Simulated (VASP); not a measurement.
# Mo2C in VASP: a series of runs

The runs below take Mo2C through single point, with PBEsol.

All numbers are computed with VASP 6.6.1; they aren't measurements. Logs are shortened: lines on timing, memory, paths and dates and some standing lists are left out, and cuts for length are marked.

## (1) The cell of the first run

The cell holds a slab with vacuum, 6 atoms: a = 3.056 Å, b = 3.056 Å, c = 20.961 Å, α = 90.00°, β = 90.00°, γ = 120.00°.

## (2) Single point, PBEsol

INCAR

```
SYSTEM = Mo2C
PREC = Accurate
ENCUT = 520
EDIFF = 1E-7
ISMEAR = -1
SIGMA = 0.15
LREAL = .FALSE.
LASPH = .TRUE.
NELM = 100
ALGO = Normal
ISIF = 2
LWAVE = .FALSE.
LCHARG = .FALSE.
LDIPOL = .TRUE.
IDIPOL = 3
DIPOL = 0.5 0.5 0.500
GGA = PS
NBANDS = 41
EFIELD = -0.05
```

KPOINTS

```
regular mesh
0
G
  6 6 1
  0 0 0
```

POSCAR

```
Mo2C
1.0
    3.0560497000      0.0000000000      0.0000000000
   -1.5280248500      2.6466166800      0.0000000000
    0.0000000000      0.0000000000     20.9605837615
Mo C
4 2
Direct
    0.3333333333      0.6666666667      0.3339601645
    0.6666666667      0.3333333333      0.4447217223
    0.3333333333      0.6666666667      0.5552782777
    0.6666666667      0.3333333333      0.6660398355
    0.0000000000      0.0000000000      0.3893409434
    0.0000000000      0.0000000000      0.6106590566
```

Potentials or basis: VASP PAW PBE potentials, release 64 (Mo_sv, C).

The run is started by

```
$ cat potpaw_PBE.64/Mo_sv/POTCAR potpaw_PBE.64/C/POTCAR > POTCAR
$ mpirun -np 1 vasp_std > vasp.out
```

OUTCAR:

```text
SYSTEM = Mo2C
   PREC = Accurate
   ENCUT = 520
   EDIFF = 1E-7
   ISMEAR = -1
   LREAL = .FALSE.
   LASPH = .TRUE.
   NELM = 100
   ISIF = 2
   GGA = PS

 ion  position               nearest neighbor table
   1  0.333  0.667  0.334-   5 2.11   5 2.11   5 2.11   2 2.92   2 2.92   2 2.92
   2  0.667  0.333  0.445-   5 2.11   5 2.11   5 2.11   3 2.91   3 2.91   3 2.91   1 2.92   1 2.92
                             1 2.92
   3  0.333  0.667  0.555-   6 2.11   6 2.11   6 2.11   2 2.91   2 2.91   2 2.91   4 2.92   4 2.92
                             4 2.92
   4  0.667  0.333  0.666-   6 2.11   6 2.11   6 2.11   3 2.92   3 2.92   3 2.92
   5  0.000  0.000  0.389-   1 2.11   2 2.11   2 2.11   1 2.11   2 2.11   1 2.11
   6  0.000  0.000  0.611-   3 2.11   4 2.11   4 2.11   3 2.11   4 2.11   3 2.11

  LATTYP: Found a hexagonal cell.
 ALAT       =     3.0560497000
 C/A-ratio  =     6.8587182209

  Lattice vectors:

 A1 = (   3.0560497000,   0.0000000000,   0.0000000000)
 A2 = (  -1.5280248500,   2.6466166800,   0.0000000000)
 A3 = (   0.0000000000,   0.0000000000,  20.9605837615)

Analysis of symmetry for initial positions (statically):
=====================================================================
 Subroutine PRICEL returns:
 Original cell was already a primitive cell.

 Routine SETGRP: Setting up the symmetry group for a
 hexagonal supercell.

 Subroutine GETGRP returns: Found 12 space group operations
 (whereof 12 operations were pure point group operations)
 out of a pool of 24 trial point group operations.

The static configuration has the point symmetry D_3d.

Analysis of symmetry for dynamics (positions and initial velocities):
=====================================================================
 An external electric field (EFIELD) may reduce the allowed symmetry operations
 Subroutine PRICEL returns:
 Original cell was already a primitive cell.

 Routine SETGRP: Setting up the symmetry group for a
 hexagonal supercell.

 Subroutine GETGRP returns: Found  6 space group operations
 (whereof  6 operations were pure point group operations)
 out of a pool of 24 trial point group operations.

The dynamic configuration has the point symmetry C_3v.

 Subroutine INISYM returns: Found  6 space group operations
 (whereof  6 operations are pure point group operations),
 and found     1 'primitive' translations

----------------------------------------------------------------------------------------

                                     Primitive cell

  volume of cell :     169.5332

  direct lattice vectors                    reciprocal lattice vectors
     3.056049700  0.000000000  0.000000000     0.327219809  0.188920445  0.000000000
    -1.528024850  2.646616680  0.000000000     0.000000000  0.377840889  0.000000000
     0.000000000  0.000000000 20.960583762     0.000000000  0.000000000  0.047708595

  length of vectors
     3.056049700  3.056049704 20.960583762     0.377840890  0.377840889  0.047708595

  position of ions in fractional coordinates (direct lattice)
     0.333333333  0.666666667  0.333960164
     0.666666667  0.333333333  0.444721722
     0.333333333  0.666666667  0.555278278
     0.666666667  0.333333333  0.666039836
     0.000000000  0.000000000  0.389340943
     0.000000000  0.000000000  0.610659057

  ion indices of the primitive-cell ions
   primitive index   ion index
                 1           1
                 2           2
                 3           3
                 4           4
                 5           5
                 6           6

----------------------------------------------------------------------------------------

 KPOINTS: regular mesh

Automatic generation of k-mesh.
 Grid dimensions read from file:
 generate k-points for:    6    6    1

 Generating k-lattice:

  Cartesian coordinates                     Fractional coordinates (reciprocal lattice)
     0.054536635  0.031486741  0.000000000     0.166666667  0.000000000  0.000000000
     0.000000000  0.062973482  0.000000000     0.000000000  0.166666667  0.000000000
     0.000000000  0.000000000  0.047708595     0.000000000  0.000000000  1.000000000

  Length of vectors
     0.062973482  0.062973482  0.047708595

  Shift w.r.t. Gamma in fractional coordinates (k-lattice)
     0.000000000  0.000000000  0.000000000

 Subroutine IBZKPT returns following result:
 ===========================================

 Found      7 irreducible k-points:

 Following reciprocal coordinates:
            Coordinates               Weight
  0.000000  0.000000  0.000000      1.000000
  0.166667 -0.000000  0.000000      6.000000
  0.333333 -0.000000  0.000000      6.000000
  0.500000 -0.000000  0.000000      3.000000
  0.166667  0.166667  0.000000      6.000000
  0.333333  0.166667  0.000000     12.000000
  0.333333  0.333333  0.000000      2.000000
   k-points           NKPTS =      7   k-points in BZ     NKDIM =      7   number of bands    NBANDS=     41
   number of dos      NEDOS =    301   number of ions     NIONS =      6
   total plane-waves  NPLWV =  92160
   dimension x,y,z NGX =    24 NGY =   24 NGZ =  160
   dimension x,y,z NGXF=    48 NGYF=   48 NGZF=  320
   ions per type =               4   2
   NGX,Y,Z   is equivalent  to a cutoff of  13.06, 13.06, 12.69 a.u.
   NGXF,Y,Z  is equivalent  to a cutoff of  26.11, 26.11, 25.38 a.u.
 SYSTEM =  Mo2C
   PREC   = accura    normal or accurate (medium, high low for compatibility)
   ISTART =      0    job   : 0-new  1-cont  2-samecut
   ICHARG =      2    charge: 1-file 2-atom 10-const
   ISPIN  =      1    spin polarized calculation?
   LNONCOLLINEAR =      F non collinear calculations
   LSORBIT =      F    spin-orbit coupling
   LASPH  =      T    aspherical Exc in radial PAW
   ENCUT  =  520.0 eV  38.22 Ry    6.18 a.u.   5.68  5.68 38.97*2*pi/ulx,y,z
   NELM   =    100;   NELMIN=  2; NELMDL= -5     # of ELM steps
   EDIFF  = 0.1E-06   stopping-criterion for ELM
   LREAL  =      F    real-space projection
   EDIFFG = 0.1E-05   stopping-criterion for IOM
   NSW    =      0    number of steps for IOM
   IBRION =     -1    ionic relax: 0-MD 1-quasi-New 2-CG
   NFREE  =      0    steps in history (QN), initial steepest desc. (CG)
   ISIF   =      2    stress and relaxation
   ISYM   =      2    0-nonsym 1-usesym 2-fastsym
   POTIM  = 0.5000    time-step for ionic-motion
   TEBEG  =    0.0;   TEEND  =   0.0 temperature during run
   PSTRESS=    0.0 pullay stress
   NELECT =      64.0000    total number of electrons
   NUPDOWN=      -1.0000    fix difference up-down
   EMIN   =  10.00;   EMAX   =-10.00  energy-range for DOS
   EFERMI =   0.00;   METHOD = LEGACY
   ISMEAR =    -1;   SIGMA  =   0.15  broadening in eV -4-tet -1-fermi 0-gaus
   EFERMI_NEDOS =   21; number of points for ismear=-14 and -15
   IALGO  =     38    algorithm
   IMIX   =      4    mixing-type and parameters
     AMIX     =   0.40;   BMIX     =  1.00
     AMIX_MAG =   1.60;   BMIX_MAG =  1.00
  volume/ion in A,a.u.               =      28.26       190.68
  Fermi-wavevector in a.u.,A,eV,Ry     =   1.183177  2.235881 19.046916  1.399909
  Thomas-Fermi vector in A             =   2.319417
   LORBIT       =      0    0 simple, 1 ext, 2 COOP (PROOUT), +10 PAW based schemes
   GGA     = PS    functional components
   LHFCALC =     F    Hartree Fock is set to
   AEXX    =    0.0000 exact exchange contribution
   IVDW    =     0    specifies the selected vdW correction
   LEPSILON=     F    determine dielectric tensor
   LRPA    =     F    only Hartree local field effects (RPA)
 non-spin polarized calculation
  energy-cutoff  :      520.00
  volume of cell :      169.53
 maximum number of plane-waves:      4578
 NGX is ok and might be reduce to    24
   NGX = 11   NGY = 11   NGZ = 77

 dipolmoment           0.000000      0.000000      0.045148 electrons x Angstroem

 number of electron      63.9999994 magnetization

 dipolmoment           0.000000      0.000000     -0.024769 electrons x Angstroem

 Free energy of the ion-electron system (eV)
  ---------------------------------------------------
  ext. energy  EPLUGINS =         0.00000000
  ---------------------------------------------------
  free energy    TOTEN  =       -64.41207299 eV

  energy without entropy =      -64.14695153  energy(sigma->0) =      -64.27951226

 E-fermi :   2.7428     XC(G=0):  -6.9126

 val. band max:        2.6193779139   @ k =   0.1667  -0.0000   0.0000
 cond. band min:       2.8026021042   @ k =   0.1667   0.1667   0.0000
 fundamental gap:      0.1832241903
 Fermi energy:         2.7428100369

 k-point     1 :       0.0000    0.0000    0.0000
  band No.  band energies     occupation
      1     -58.7725      2.00000
      2     -58.7060      2.00000
      3     -58.6066      2.00000
      4     -58.5964      2.00000
      5     -33.2970      2.00000
      6     -33.0849      2.00000
[... 33 lines left out ...]
     40       4.0074      0.00044
     41       4.0074      0.00044

 k-point     2 :       0.1667   -0.0000    0.0000
  band No.  band energies     occupation
      1     -58.7499      2.00000
      2     -58.6898      2.00000
      3     -58.5935      2.00000
      4     -58.5859      2.00000
      5     -33.2374      2.00000
      6     -33.0916      2.00000
[... 33 lines left out ...]
     40       4.2560      0.00008
     41       4.5030      0.00002

 k-point     3 :       0.3333   -0.0000    0.0000
  band No.  band energies     occupation
      1     -58.7011      2.00000
      2     -58.6593      2.00000
      3     -58.5678      2.00000
      4     -58.5652      2.00000
      5     -33.2074      2.00000
      6     -33.1288      2.00000
[... 33 lines left out ...]
     40       4.8035      0.00000
     41       5.3432      0.00000

 k-point     4 :       0.5000   -0.0000    0.0000
  band No.  band energies     occupation
      1     -58.6724      2.00000
      2     -58.6476      2.00000
      3     -58.5555      2.00000
      4     -58.5548      2.00000
      5     -33.2962      2.00000
      6     -33.2610      2.00000
[... 33 lines left out ...]
     40       5.0505      0.00000
     41       5.4709      0.00000

 k-point     5 :       0.1667    0.1667    0.0000
  band No.  band energies     occupation
      1     -58.7140      2.00000
      2     -58.6665      2.00000
      3     -58.5741      2.00000
      4     -58.5704      2.00000
      5     -33.1442      2.00000
      6     -33.1435      2.00000
[... 33 lines left out ...]
     40       5.3269      0.00000
     41       6.1947      0.00000

 k-point     6 :       0.3333    0.1667    0.0000
  band No.  band energies     occupation
      1     -58.6725      2.00000
      2     -58.6476      2.00000
      3     -58.5555      2.00000
      4     -58.5548      2.00000
      5     -33.2313      2.00000
      6     -33.1869      2.00000
[... 33 lines left out ...]
     40       5.6361      0.00000
     41       6.3409      0.00000

 k-point     7 :       0.3333    0.3333    0.0000
  band No.  band energies     occupation
      1     -58.6501      2.00000
      2     -58.6497      2.00000
      3     -58.5498      2.00000
      4     -58.5492      2.00000
      5     -33.1339      2.00000
      6     -33.1335      2.00000
[... 33 lines left out ...]
     40       5.6686      0.00000
     41       6.6483      0.00000

------------------------ aborting loop because EDIFF is reached ----------------------------------------

 vacuum level on the upper side and lower side of the slab       (xc-potential included)         0.080        -0.404

  FORCE on cell =-STRESS in cart. coord.  units (eV):
  Direction    XX          YY          ZZ          XY          YZ          ZX
  --------------------------------------------------------------------------------------
  -------------------------------------------------------------------------------------
  Total       -5.6947358     -5.6947358     -4.8408637     -0.0000000      0.0000000      0.0000000
  in kB      -53.8182200    -53.8182202    -45.7486842     -0.0000000      0.0000000      0.0000000
  external PRESSURE =     -51.1283748 kB  Pullay stress =       0.0000000 kB

 VOLUME and BASIS-vectors are now :
 -----------------------------------------------------------------------------
  energy-cutoff  :      520.00
  volume of cell :      169.53
      direct lattice vectors                 reciprocal lattice vectors
     3.056049700  0.000000000  0.000000000     0.327219809  0.188920445  0.000000000
    -1.528024850  2.646616680  0.000000000     0.000000000  0.377840889  0.000000000
     0.000000000  0.000000000 20.960583762     0.000000000  0.000000000  0.047708595

 POSITION                                       TOTAL-FORCE (eV/Angst)
 -----------------------------------------------------------------------------------
     -0.00000      1.76441      7.00000         0.000000     -0.000000      1.217013
      1.52802      0.88221      9.32163        -0.000000      0.000000      0.196293
     -0.00000      1.76441     11.63896         0.000000     -0.000000     -0.194881
      1.52802      0.88221     13.96058         0.000000      0.000000     -1.219770
      0.00000      0.00000      8.16081         0.000000     -0.000000     -0.888508
      0.00000      0.00000     12.79977         0.000000     -0.000000      0.889852
 -----------------------------------------------------------------------------------
    total drift:                                0.000000     -0.000000     -0.000152

  FREE ENERGIE OF THE ION-ELECTRON SYSTEM (eV)
  ---------------------------------------------------
  free  energy   TOTEN  =       -64.4120729929 eV

  energy  without entropy=      -64.1469515332  energy(sigma->0) =      -64.27951226

 vacuum level on the upper side and lower side of the slab         7.694         7.216
```

It took 89 s on 1 thread of Intel Xeon Platinum 8488C (Sapphire Rapids), shared host; peak memory 0.29 GiB.

What came out:

| Property | Result |
| --- | --- |
| Free energy | -64.4121 eV |
| Largest force | 1.220 eV/Å |
| Band gap on the k mesh | zero (band 32 reaches 3.57 eV, above the bottom of band 33 at 1.99 eV) |

Forces on the atoms (eV/Å):
```
Mo   0.000  0.000  1.217
Mo   0.000  0.000  0.196
Mo   0.000  0.000 -0.195
Mo   0.000  0.000 -1.220
C    0.000  0.000 -0.889
C    0.000  0.000  0.890
```

Caveat: the k points lie up to 0.40 Å⁻¹ apart; the PAW data sets were made with another functional, which shifts forces and pressure a little.

## (3) Single point, PBEsol

INCAR

```
SYSTEM = Mo2C
  ALGO = Normal
  DIPOL = 0.5 0.5 0.500
  EDIFF = 1E-7
  EFIELD = -0.1
  ENCUT = 520
  GGA = PS
  IDIPOL = 3
  ISIF = 2
  ISMEAR = -1
  LASPH = .True.
  LCHARG = .False.
  LDIPOL = .True.
  LREAL = .False.
  LWAVE = .False.
  NBANDS = 41
  NELM = 60
  PREC = Accurate
  SIGMA = 0.15
```

KPOINTS

```
k-points
0
Gamma
  6 6 1
  0 0 0
```

POSCAR is that of step 2.

Potentials or basis: VASP PAW PBE potentials, release 64 (Mo_sv, C).

The run is started by

```
$ cat potpaw_PBE.64/Mo_sv/POTCAR potpaw_PBE.64/C/POTCAR > POTCAR
$ mpirun -np 1 vasp_std > vasp.out
```

Wall time 87 s (1 thread of Intel Xeon Platinum 8488C (Sapphire Rapids), shared host); peak memory 0.29 GiB.

It converged, with:

| Item | Value |
| --- | --- |
| Free energy | -64.4139 eV |
| Largest force | 1.221 eV/Å |
| Band gap on the k mesh | zero (band 32 reaches 3.57 eV, above the bottom of band 33 at 2.00 eV) |

Forces on the atoms (eV/Å):
```
Mo   0.000  0.000  1.216
Mo   0.000  0.000  0.197
Mo   0.000  0.000 -0.194
Mo   0.000  0.000 -1.221
C    0.000  0.000 -0.888
C    0.000  0.000  0.891
```

Levels at points of the mesh, in eV from the Fermi level:
```
           k point  band 29  band 30  band 31  band 32  band 33  band 34
(0.00, 0.00, 0.00)    -1.52    -1.39    -1.39    -0.79    -0.74    -0.60
(0.50, 0.00, 0.00)    -0.40    -0.31     0.20     0.82     1.11     1.33
```

Caveat: the k points lie up to 0.40 Å⁻¹ apart; the PAW data sets were made with another functional, which shifts forces and pressure a little.
